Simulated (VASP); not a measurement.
## AlN: single point with PBEsol

The system is AlN.

```
CELL_PARAMETERS angstrom
3.18258 0.00000 0.00000
0.00000 5.18543 0.00000
1.59129 0.00000 2.65008
ATOMIC_POSITIONS crystal
Al 0.33230 0.99806 0.33540
Al 0.66770 0.49806 0.66460
N 0.32956 0.62194 0.34088
N 0.67044 0.12194 0.65912
```

```
Program                : VASP 6.6.1
Task                   : single point
Functional             : PBEsol
Potentials or basis    : VASP PAW PBE potentials, release 64 (Al, N)
Cutoff                 : 600 eV
k mesh                 : 10 × 6 × 10
Occupations            : gaussian, width 0.02 eV
Spin                   : no spin polarisation
Dipole correction      : no
Further INCAR settings : ALGO = Normal; EDIFF = 1e-06; NBANDS = 16
```

| Property | Result |
| --- | --- |
| Pressure | -8.1 GPa |
| Largest force | 0.004 eV/Å |
| Band gap on the k mesh | 3.65 eV, direct |

Forces on the atoms (eV/Å):
```
Al   0.000 -0.002  0.003
Al   0.000 -0.002 -0.003
N    0.000  0.002  0.003
N    0.000  0.002 -0.003
```

Stress tensor (GPa, compression positive):
```
 -9.33   0.00   0.00
  0.00 -14.81   0.00
  0.00   0.00  -0.17
```

Levels at points of the mesh, in eV from the valence-band top:
| k point | band 5 | band 6 | band 7 | band 8 | band 9 | band 10 | band 11 | band 12 |
| --- | --- | --- | --- | --- | --- | --- | --- | --- |
| (0.00, 0.00, 0.00) | -0.51 | -0.24 | -0.22 | 0.00 | 3.65 | 6.46 | 9.87 | 10.67 |
| (0.50, 0.00, 0.00) | -3.34 | -1.87 | -1.72 | -0.55 | 5.38 | 5.85 | 7.80 | 9.70 |
| (0.00, 0.50, 0.00) | -0.54 | -0.54 | -0.26 | -0.26 | 6.06 | 6.06 | 9.63 | 9.63 |
| (0.50, 0.50, 0.00) | -1.49 | -1.49 | -1.19 | -1.19 | 4.89 | 4.89 | 8.95 | 8.95 |
| (0.00, 0.00, 0.50) | -3.21 | -2.17 | -1.71 | -0.90 | 5.15 | 5.35 | 7.45 | 9.86 |
| (0.00, 0.50, 0.50) | -1.60 | -1.60 | -1.47 | -1.47 | 4.84 | 4.84 | 8.65 | 8.65 |

Run time: 88 s on 1 thread of Intel Xeon 6975P-C (shared host), peak memory 0.23 GiB.

Caveat: the PAW data sets were made with another functional, which shifts forces and pressure a little. Expect the measured gap to be larger: semilocal functionals such as PBEsol lack the derivative discontinuity.
